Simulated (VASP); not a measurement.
Here is a VASP 6.6.1 calculation.

The input POSCAR:

```
HgP
1.0
    0.0000000000      2.9115454995      2.9115454995
    2.9115454995      0.0000000000      2.9115454995
    2.9115454995      2.9115454995      0.0000000000
Hg P
1 1
Direct
    0.0000000000      0.0000000000      0.0000000000
    0.2156539800      0.2843460200      0.2843460200
```

INCAR.step1

```
PREC = Accurate ; ENCUT = 520
ISMEAR = 0 ; SIGMA = 0.05
LREAL = False ; LASPH = True
NELM = 80 ; NBANDS = 16
GGA = PE ; ALGO = Normal
EDIFF = 1E-4 ; LWAVE = True
LCHARG = False
```

Contents of INCAR.step2:

```
PREC = Accurate ; ENCUT = 520
EDIFF = 1E-6 ; ISMEAR = 0
SIGMA = 0.05 ; LREAL = False
LASPH = True ; NELM = 80
ALGO = Normal ; ISIF = 2
LWAVE = False ; LCHARG = False
METAGGA = R2SCAN ; LMIXTAU = True
NBANDS = 16 ; ISTART = 1
```

Contents of KPOINTS:

```
Automatic mesh
0
Gamma
  10 10 10
```

Potentials or basis: VASP PAW PBE potentials, release 64 (Hg, P).

Command:

```bash
$ cat potpaw_PBE.64/Hg/POTCAR potpaw_PBE.64/P/POTCAR > POTCAR
$ cp INCAR.step1 INCAR
$ mpirun -np 1 vasp_std > vasp.out
$ cp INCAR.step2 INCAR
$ mpirun -np 1 vasp_std > vasp.out
```

Q: What does it give for the band gap on the k mesh?

A: Zero (an odd number of electrons rules out a gap without spin polarisation).

Q: What does it give for the largest force?

A: 0.875 eV/Å.

Q: Predict the pressure.

A: 1.3 GPa.

Forces on the atoms (eV/Å):
```
Hg   0.875  0.000  0.000
P   -0.875  0.000  0.000
```

Caveat: the cell differs from its parent crystal (atom 2 (P) moved 0.2 Å along x); the PAW data sets were made with another functional, which shifts forces and pressure a little; spin-orbit coupling is left out, which moves the levels of the heavy elements.
